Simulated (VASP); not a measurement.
Wanted: the native input for a VASP 6.6.1 run.

* Task: single point
* Functional: PBE
* Potentials or basis: VASP PAW PBE potentials, release 64 (Cd, Se)
* Cutoff: 520 eV
* k mesh: 9 × 9 × 6
* Occupations: gaussian, width 0.02 eV
* Spin: no spin polarisation
* Dipole correction: no
* Further INCAR settings: ALGO = Normal; EDIFF = 1e-06; NBANDS = 26

The structure of CdSe lies in POSCAR:

```
CdSe
1.0
    4.3830142939      0.0000000000      0.0000000000
   -2.1915071469      3.7958017237      0.0000000000
    0.0000000000      0.0000000000      7.1552701297
Cd Se
2 2
Direct
    0.3333333333      0.6666666667      0.0046378005
    0.6666666667      0.3333333333      0.5046378005
    0.3333333333      0.6666666667      0.3803621995
    0.6666666667      0.3333333333      0.8803621995
```

These files were run (other wordings do the same):

INCAR

```
SYSTEM = CdSe
PREC     = Accurate       ! precision mode
ENCUT    = 520            ! plane-wave cutoff, eV
EDIFF    = 1E-6           ! SCF threshold, eV
ISMEAR   = 0              ! smearing method
SIGMA    = 0.02           ! smearing width, eV
LREAL    = .False.        ! projectors in reciprocal space
LASPH    = .True.         ! aspherical terms in the spheres
NELM     = 100            ! most SCF steps
ALGO     = Normal         ! electronic algorithm
ISIF     = 2              ! what is computed and relaxed
LWAVE    = .False.        ! write WAVECAR
LCHARG   = .False.        ! write CHGCAR
GGA      = PE             ! functional
NBANDS   = 26             ! bands
```

KPOINTS

```
Automatic mesh
0
Gamma
  9 9 6
  0 0 0
```

Potentials or basis: VASP PAW PBE potentials, release 64 (Cd, Se).

The run is started by

```console
$ cat potpaw_PBE.64/Cd/POTCAR potpaw_PBE.64/Se/POTCAR > POTCAR
$ mpirun -np 1 vasp_std > vasp.out
```

It gave:

```yaml
Pressure: 0.2 GPa
Band_gap_on_the_k_mesh: 0.54 eV
```

Caveat: semilocal functionals underestimate gaps, and a narrow one can read as zero.

Run time: 66 s on 1 thread of Intel(R) Xeon(R) 6975P-C (Granite Rapids), on a shared host, peak memory 0.32 GiB.
